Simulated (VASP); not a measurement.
Input of a VASP 6.6.1 run:

Contents of POSCAR:

```
SnSe
1.0
    0.0000000000      6.0042263075      6.0042263075
    6.0042263075      0.0000000000      6.0042263075
    6.0042263075      6.0042263075      0.0000000000
Sn Se
8 8
Direct
   -0.0005548592     -0.0070089796      0.0000502146
    0.0105815465     -0.0053840409      0.4973408474
    0.0068686618      0.4989062448     -0.0090199798
    0.0010957282      0.5011513301      0.4994660172
    0.4921800659      0.0029097005      0.0013526306
    0.4963249797      0.0029015395      0.4992342637
    0.4899112474      0.5082553261      0.0002306709
    0.5001866762      0.4978681427      0.5046305460
    0.2494376333      0.2533000793      0.2535638935
    0.2451120968      0.2542799724      0.7607285712
    0.2423149005      0.7509691123      0.2557164606
    0.2547658802      0.7506454236      0.7389824721
    0.7485117599      0.2477090176      0.2472113681
    0.7450085608      0.2544550991      0.7462876598
    0.7622268492      0.7432040818      0.2538332871
    0.7547596090      0.7454301805      0.7528188094
```

File INCAR.step1:

```
ALGO = Normal ; EDIFF = 1E-4
ENCUT = 520 ; GGA = PE
ISMEAR = -1 ; LASPH = T
LCHARG = F ; LREAL = Auto
LWAVE = T ; NBANDS = 94
NELM = 100 ; PREC = Accurate
SIGMA = 0.02
```

Contents of INCAR.step2:

```
ALGO = Normal ; EDIFF = 1E-6
ENCUT = 520 ; ISIF = 2
ISMEAR = -1 ; ISTART = 1
LASPH = T ; LCHARG = F
LMIXTAU = T ; LREAL = Auto
LWAVE = F ; METAGGA = R2SCAN
NBANDS = 94 ; NELM = 100
PREC = Accurate ; SIGMA = 0.02
```

File KPOINTS:

```
k-points
0
Gamma
  2 2 2
```

Potentials or basis: VASP PAW PBE potentials, release 64 (Sn_d, Se).

Run with:

```sh
$ cat potpaw_PBE.64/Sn_d/POTCAR potpaw_PBE.64/Se/POTCAR > POTCAR
$ cp INCAR.step1 INCAR
$ mpirun -np 1 vasp_std > vasp.out
$ cp INCAR.step2 INCAR
$ mpirun -np 1 vasp_std > vasp.out
```

Task: Predict the largest force.

Result: 0.408 eV/Å.

Task: Predict the band gap on the k mesh.

Result: 0.44 eV.

Task: What does it give for the pressure?

Result: -0.9 GPa.

Stress tensor (GPa, compression positive):
```
-0.78  0.02  0.04
 0.02 -0.83  0.03
 0.04  0.03 -0.95
```

Caveat: the k points lie up to 0.45 Å⁻¹ apart; the atoms stand as in a frame of molecular dynamics; the structure was generated, so it needn't be the stable form of SnSe; semilocal functionals underestimate gaps, and a narrow one can read as zero; the PAW data sets were made with another functional, which shifts forces and pressure a little; spin-orbit coupling is left out, which moves the levels of the heavy elements.
